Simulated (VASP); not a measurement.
Wanted: the native input for a VASP 6.6.1 run.

```yaml
Task: single point
Functional: PBE
Potentials_or_basis: VASP PAW PBE potentials, release 64 (Hf_pv, Br)
Cutoff: 520 eV
k_mesh: 8 × 8 × 8
Occupations: gaussian, width 0.1 eV
Spin: no spin polarisation
Dipole_correction: no
Further_INCAR_settings: ALGO = Normal; EDIFF = 1e-06; NBANDS = 32
```

The structure of Hf4Br lies in POSCAR:

```
Hf4Br
1.0
   -3.1170771701      3.1170771701      3.1170771701
    3.1170771701     -3.1170771701      3.1170771701
    3.1170771701      3.1170771701     -3.1170771701
Hf Br
4 1
Direct
    0.0000000000      0.0000000000      0.5000000000
    0.5000000000      0.0000000000      0.0000000000
    0.0000000000      0.5000000000      0.0000000000
    0.5000000000      0.5000000000      0.5000000000
    0.0000000000      0.0000000000      0.0000000000
```

The input as run:

INCAR

```
SYSTEM = Hf4Br
PREC = Accurate
ENCUT = 520
EDIFF = 1E-6
ISMEAR = 0
SIGMA = 0.1
LREAL = .False.
LASPH = .True.
NELM = 80
ALGO = Normal
ISIF = 2
LWAVE = .False.
LCHARG = .True.
GGA = PE
LELF = .True.
LVHAR = .True.
NBANDS = 32
```

KPOINTS

```
Automatic mesh
0
Gamma
  8 8 8
  0 0 0
```

Potentials or basis: VASP PAW PBE potentials, release 64 (Hf_pv, Br).

The run is started by

```sh
$ cat potpaw_PBE.64/Hf_pv/POTCAR potpaw_PBE.64/Br/POTCAR > POTCAR
$ mpirun -np 1 vasp_std > vasp.out
```

It gave:

```json
{
  "Pressure": "-0.4 GPa"
}
```

Caveat: an odd number of electrons without spin polarisation forces a metal; a magnetic or distorted state may lie lower.

Run time: 46 s on 1 thread of Intel(R) Xeon(R) 6975P-C (Granite Rapids), with other jobs on the host, peak memory 0.29 GiB.
